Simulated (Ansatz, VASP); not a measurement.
# Two plane-wave programs on Al2Cu

```
Al Cu
1.0
    -2.93535    2.93535    2.56335
     2.93535   -2.93535    2.56335
     2.93535    2.93535   -2.56335
Al Cu
4 2
Direct
  0.15872 0.65872 0.81744
  0.65872 0.84128 0.50000
  0.84128 0.34128 0.18256
  0.34128 0.15872 0.50000
  0.75000 0.75000 0.00000
  0.25000 0.25000 0.00000
```

Alike in both runs: task single point; functional PBE; k mesh 10 × 10 × 10; occupations gaussian, width 0.15 eV; no spin polarisation.

```csv
,VASP,Ansatz
version,VASP 6.6.1,Ansatz 0.2.0
potentials or method,"VASP PAW PBE potentials, release 64 (Al, Cu), cutoff 520 eV","scalar-relativistic, plane waves, PAW"
valence electrons in the cell,34,50
```

VASP gave:

| Item | Value |
| --- | --- |
| gap on the k mesh at the Fermi level (eV) | none |
| pressure (GPa) | 2.2 |
| traceless stress, the component that is largest in VASP (GPa) | -5.48 |
| rms of the force components (eV/Å) | 0.113 |

Problem. Which values does Ansatz return?

Solution. gap on the k mesh at the Fermi level (eV): none; pressure (GPa): 1.9; traceless stress, the component that is largest in VASP (GPa): -5.55; rms of the force components (eV/Å): 0.114.

Atom by atom the forces differ by 0.002 eV/Å (rms over components). A gap of «none» marks a metal or a gap that the smearing closes. VASP's potentials hold 34 valence electrons a cell and Ansatz's 50, so a difference there can come from the potentials and not from the codes.
